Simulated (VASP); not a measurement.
# Si (I4_1/amd) in VASP: notebook

The runs below take Si through single point, with PBEsol.

Everything below comes from runs of VASP 6.6.1. Logs are shortened: lines on timing, memory, paths and dates and some standing lists are left out, and cuts for length are marked.

## 1. The cell of the first run

The structure is tetragonal, space group I4_1/amd (No. 141). Conventional cell: a = 3.823 Å, b = 3.823 Å, c = 5.450 Å, α = 90.00°, β = 90.00°, γ = 90.00°. Within 3.1 Å of Si (site symmetry -4m2) lie 4 Si at 2.35 Å.

## 2. Single point, PBEsol (in-plane strain -0.005)

Input file INCAR:

```
SYSTEM = Si
ALGO = Normal ; EDIFF = 1E-7
ENCUT = 520 ; GGA = PS
ISIF = 2 ; ISMEAR = 0
LASPH = .True. ; LCHARG = .True.
LELF = .True. ; LREAL = .False.
LVHAR = .True. ; LWAVE = .False.
NBANDS = 11 ; NELM = 100
PREC = Accurate ; SIGMA = 0.01
```

Input file KPOINTS:

```
k-points
0
Gamma
  8 8 8
  0 0 0
```

Input file POSCAR:

```
Si
1.0
    2.7032255702      2.7032255702      0.0000000000
   -2.7032255702      2.7032255702      0.0000000000
    0.0000000000      2.7032255702      2.7249600471
Si
2
Direct
    0.2500000000      0.7500000000      0.5000000000
    0.0000000000      0.0000000000      0.0000000000
```

Potentials or basis: VASP PAW PBE potentials, release 64 (Si).

Command:

```
cat potpaw_PBE.64/Si/POTCAR > POTCAR
mpirun -np 1 vasp_std > vasp.out
```

OUTCAR:

```text
SYSTEM = Si
   EDIFF = 1E-7
   ENCUT = 520
   GGA = PS
   ISIF = 2
   ISMEAR = 0
   LASPH = .True.
   LREAL = .False.
   NELM = 100
   PREC = Accurate

 ion  position               nearest neighbor table
   1  0.250  0.750  0.500-   2 2.35   2 2.35   2 2.35   2 2.35
   2  0.000  0.000  0.000-   1 2.35   1 2.35   1 2.35   1 2.35

  LATTYP: Found a body centered tetragonal cell.
 ALAT       =     3.8229382635
 C/A-ratio  =     1.4255841237

  Lattice vectors:

 A1 = (   2.7032255702,   0.0000000000,  -2.7249600471)
 A2 = (  -2.7032255702,   0.0000000000,  -2.7249600471)
 A3 = (   0.0000000000,   2.7032255702,   2.7249600471)

Analysis of symmetry for initial positions (statically):
=====================================================================
 Subroutine PRICEL returns:
 Original cell was already a primitive cell.

 Routine SETGRP: Setting up the symmetry group for a
 body centered tetragonal supercell.

 Subroutine GETGRP returns: Found 16 space group operations
 (whereof  8 operations were pure point group operations)
 out of a pool of 16 trial point group operations.

The static configuration has the point symmetry D_2d.
 The point group associated with its full space group is D_4h.

Analysis of symmetry for dynamics (positions and initial velocities):
=====================================================================
 Subroutine PRICEL returns:
 Original cell was already a primitive cell.

 Routine SETGRP: Setting up the symmetry group for a
 body centered tetragonal supercell.

 Subroutine GETGRP returns: Found 16 space group operations
 (whereof  8 operations were pure point group operations)
 out of a pool of 16 trial point group operations.

The dynamic configuration has the point symmetry D_2d.
 The point group associated with its full space group is D_4h.

 Subroutine INISYM returns: Found 16 space group operations
 (whereof  8 operations are pure point group operations),
 and found     1 'primitive' translations

----------------------------------------------------------------------------------------

                                     Primitive cell

  volume of cell :      39.8249

  direct lattice vectors                    reciprocal lattice vectors
     2.703225570  2.703225570  0.000000000     0.184964217  0.184964217 -0.183488929
    -2.703225570  2.703225570  0.000000000    -0.184964217  0.184964217 -0.183488929
     0.000000000  2.703225570  2.724960047     0.000000000  0.000000000  0.366977858

  length of vectors
     3.822938264  3.822938264  3.838337627     0.319517934  0.319517934  0.366977858

  position of ions in fractional coordinates (direct lattice)
     0.250000000  0.750000000  0.500000000
     0.000000000  0.000000000  0.000000000

  ion indices of the primitive-cell ions
   primitive index   ion index
                 1           1
                 2           2

----------------------------------------------------------------------------------------

 KPOINTS: k-points

Automatic generation of k-mesh.
 Grid dimensions read from file:
 generate k-points for:    8    8    8

 Generating k-lattice:

  Cartesian coordinates                     Fractional coordinates (reciprocal lattice)
     0.023120527  0.023120527 -0.022936116     0.125000000  0.000000000  0.000000000
    -0.023120527  0.023120527 -0.022936116     0.000000000  0.125000000  0.000000000
     0.000000000  0.000000000  0.045872232     0.000000000  0.000000000  0.125000000

  Length of vectors
     0.039939742  0.039939742  0.045872232

  Shift w.r.t. Gamma in fractional coordinates (k-lattice)
     0.000000000  0.000000000  0.000000000

 Subroutine IBZKPT returns following result:
 ===========================================

 Found     59 irreducible k-points:

 Following reciprocal coordinates:
            Coordinates               Weight
  0.000000  0.000000  0.000000      1.000000
  0.125000  0.000000 -0.000000      8.000000
  0.250000  0.000000 -0.000000      8.000000
  0.375000  0.000000 -0.000000      8.000000
  0.500000  0.000000 -0.000000      4.000000
  0.125000  0.125000 -0.000000      8.000000
[... 16 lines left out ...]
  0.250000  0.000000  0.125000      4.000000
  0.375000  0.000000  0.125000      8.000000
 [... further k-points ...]
   k-points           NKPTS =     59   k-points in BZ     NKDIM =     59   number of bands    NBANDS=     11
   number of dos      NEDOS =    301   number of ions     NIONS =      2
   total plane-waves  NPLWV =  23520
   dimension x,y,z NGX =    28 NGY =   28 NGZ =   30
   dimension x,y,z NGXF=    56 NGYF=   56 NGZF=   60
   ions per type =               2
   NGX,Y,Z   is equivalent  to a cutoff of  12.18, 12.18, 12.99 a.u.
   NGXF,Y,Z  is equivalent  to a cutoff of  24.35, 24.35, 25.99 a.u.
 SYSTEM =  Si
   PREC   = accura    normal or accurate (medium, high low for compatibility)
   ISTART =      0    job   : 0-new  1-cont  2-samecut
   ICHARG =      2    charge: 1-file 2-atom 10-const
   ISPIN  =      1    spin polarized calculation?
   LNONCOLLINEAR =      F non collinear calculations
   LSORBIT =      F    spin-orbit coupling
   LASPH  =      T    aspherical Exc in radial PAW
   ENCUT  =  520.0 eV  38.22 Ry    6.18 a.u.   7.11  7.11  7.14*2*pi/ulx,y,z
   NELM   =    100;   NELMIN=  2; NELMDL= -5     # of ELM steps
   EDIFF  = 0.1E-06   stopping-criterion for ELM
   LREAL  =      F    real-space projection
   EDIFFG = 0.1E-05   stopping-criterion for IOM
   NSW    =      0    number of steps for IOM
   IBRION =     -1    ionic relax: 0-MD 1-quasi-New 2-CG
   NFREE  =      0    steps in history (QN), initial steepest desc. (CG)
   ISIF   =      2    stress and relaxation
   ISYM   =      2    0-nonsym 1-usesym 2-fastsym
   POTIM  = 0.5000    time-step for ionic-motion
   TEBEG  =    0.0;   TEEND  =   0.0 temperature during run
   PSTRESS=    0.0 pullay stress
   NELECT =       8.0000    total number of electrons
   NUPDOWN=      -1.0000    fix difference up-down
   EMIN   =  10.00;   EMAX   =-10.00  energy-range for DOS
   EFERMI =   0.00;   METHOD = LEGACY
   ISMEAR =     0;   SIGMA  =   0.01  broadening in eV -4-tet -1-fermi 0-gaus
   EFERMI_NEDOS =   21; number of points for ismear=-14 and -15
   IALGO  =     38    algorithm
   IMIX   =      4    mixing-type and parameters
     AMIX     =   0.40;   BMIX     =  1.00
     AMIX_MAG =   1.60;   BMIX_MAG =  1.00
  volume/ion in A,a.u.               =      19.91       134.38
  Fermi-wavevector in a.u.,A,eV,Ry     =   0.958782  1.811835 12.507334  0.919263
  Thomas-Fermi vector in A             =   2.087920
   LORBIT       =      0    0 simple, 1 ext, 2 COOP (PROOUT), +10 PAW based schemes
   GGA     = PS    functional components
   LHFCALC =     F    Hartree Fock is set to
   AEXX    =    0.0000 exact exchange contribution
   IVDW    =     0    specifies the selected vdW correction
   LEPSILON=     F    determine dielectric tensor
   LRPA    =     F    only Hartree local field effects (RPA)
 non-spin polarized calculation
 Gauss-broadening in eV      SIGMA  =   0.01
  energy-cutoff  :      520.00
  volume of cell :       39.82
 maximum number of plane-waves:      1098
   NGX = 15   NGY = 15   NGZ = 15

 number of electron       8.0000001 magnetization

 Free energy of the ion-electron system (eV)
  ---------------------------------------------------
  ext. energy  EPLUGINS =         0.00000000
  ---------------------------------------------------
  free energy    TOTEN  =       -11.48781068 eV

  energy without entropy =      -11.48781068  energy(sigma->0) =      -11.48781068

 E-fermi :   5.9229     XC(G=0):  -9.5737

 val. band max:        5.8658864506   @ k =   0.0000   0.0000   0.0000
 cond. band min:       6.3166506713   @ k =  -0.3750   0.3750   0.0000
 fundamental gap:      0.4507642208
 Fermi energy:         5.9228757706

 k-point     1 :       0.0000    0.0000    0.0000
  band No.  band energies     occupation
      1      -6.1814      2.00000
      2       5.8090      2.00000
      3       5.8659      2.00000
      4       5.8659      2.00000
      5       8.3565      0.00000
      6       8.3565      0.00000
      7       8.3846      0.00000
      8       9.2322      0.00000
      9      13.4629      0.00000
     10      13.5789      0.00000
     11      13.6112      0.00000

 k-point     2 :       0.1250    0.0000   -0.0000
  band No.  band energies     occupation
      1      -5.9755      2.00000
      2       4.2317      2.00000
      3       5.5304      2.00000
      4       5.5752      2.00000
      5       8.3061      0.00000
      6       8.7892      0.00000
      7       8.8040      0.00000
      8      10.5642      0.00000
      9      12.9721      0.00000
     10      13.0880      0.00000
     11      14.3891      0.00000

 k-point     3 :       0.2500    0.0000   -0.0000
  band No.  band energies     occupation
      1      -5.3743      2.00000
      2       1.8841      2.00000
      3       5.0480      2.00000
      4       5.1077      2.00000
      5       7.8246      0.00000
      6       9.2978      0.00000
      7       9.3204      0.00000
      8      12.7351      0.00000
      9      12.9655      0.00000
     10      12.9965      0.00000
     11      14.6511      0.00000

 k-point     4 :       0.3750    0.0000   -0.0000
  band No.  band energies     occupation
      1      -4.4693      2.00000
      2      -0.1555      2.00000
      3       4.7139      2.00000
      4       4.7864      2.00000
      5       7.4574      0.00000
      6       9.2081      0.00000
      7       9.2635      0.00000
      8      13.5450      0.00000
      9      14.3625      0.00000
     10      14.4022      0.00000
     11      15.4682      0.00000
[... 239 lines left out ...]
 k-point    22 :       0.0000    0.0000    0.1250
  band No.  band energies     occupation
      1      -5.9087      2.00000
      2       4.4805      2.00000
      3       5.0466      2.00000
      4       5.0466      2.00000
      5       7.8164      0.00000
      6       9.5133      0.00000
      7       9.5133      0.00000
      8      10.2427      0.00000
      9      12.1970      0.00000
     10      13.9119      0.00000
     11      14.6767      0.00000

 k-point    23 :       0.2500    0.0000    0.1250
  band No.  band energies     occupation
      1      -5.6338      2.00000
      2       3.1467      2.00000
      3       4.1523      2.00000
      4       5.5846      2.00000
      5       8.8953      0.00000
      6       8.9221      0.00000
      7       9.1151      0.00000
      8      11.3456      0.00000
      9      12.1504      0.00000
     10      13.8886      0.00000
     11      15.4164      0.00000

 k-point    24 :       0.3750    0.0000    0.1250
  band No.  band energies     occupation
      1      -4.9148      2.00000
      2       1.1779      2.00000
      3       3.4643      2.00000
      4       5.1051      2.00000
      5       8.5534      0.00000
      6       9.4823      0.00000
      7       9.6085      0.00000
      8      12.0605      0.00000
      9      12.2587      0.00000
     10      15.4921      0.00000
     11      15.9674      0.00000

 [... further k-points ...]
[... 5 lines left out ...]
  --------------------------------------------------------------------------------------
  -------------------------------------------------------------------------------------
  Total        0.2586582      0.2586582      0.0687399      0.0000000      0.0000000     -0.0000000
  in kB       10.4059586     10.4059586      2.7654430      0.0000000      0.0000000     -0.0000000
  external PRESSURE =       7.8591201 kB  Pullay stress =       0.0000000 kB

 VOLUME and BASIS-vectors are now :
 -----------------------------------------------------------------------------
  energy-cutoff  :      520.00
  volume of cell :       39.82
      direct lattice vectors                 reciprocal lattice vectors
     2.703225570  2.703225570  0.000000000     0.184964217  0.184964217 -0.183488929
    -2.703225570  2.703225570  0.000000000    -0.184964217  0.184964217 -0.183488929
     0.000000000  2.703225570  2.724960047     0.000000000  0.000000000  0.366977858

 POSITION                                       TOTAL-FORCE (eV/Angst)
 -----------------------------------------------------------------------------------
     -1.35161      4.05484      1.36248         0.000000      0.000000      0.000000
      0.00000      0.00000      0.00000        -0.000000     -0.000000      0.000000
 -----------------------------------------------------------------------------------
    total drift:                                0.000000     -0.000000     -0.000000

  FREE ENERGIE OF THE ION-ELECTRON SYSTEM (eV)
  ---------------------------------------------------
  free  energy   TOTEN  =       -11.4878106845 eV

  energy  without entropy=      -11.4878106845  energy(sigma->0) =      -11.48781068
```

Run time: 38 s. Hardware: 1 thread of Intel Xeon 8259CL, shared host; peak memory 0.16 GiB.

What came out:

```
Free energy            : -11.4878 eV
Pressure               : 0.8 GPa
Band gap on the k mesh : 0.45 eV, indirect (least direct gap 2.49 eV)
```

Caveat: the cell differs from its parent crystal (in-plane strain -0.005); the PAW data sets were made with another functional, which shifts forces and pressure a little. A k mesh can miss the band edges.

(Continued in part 2 of 2.)
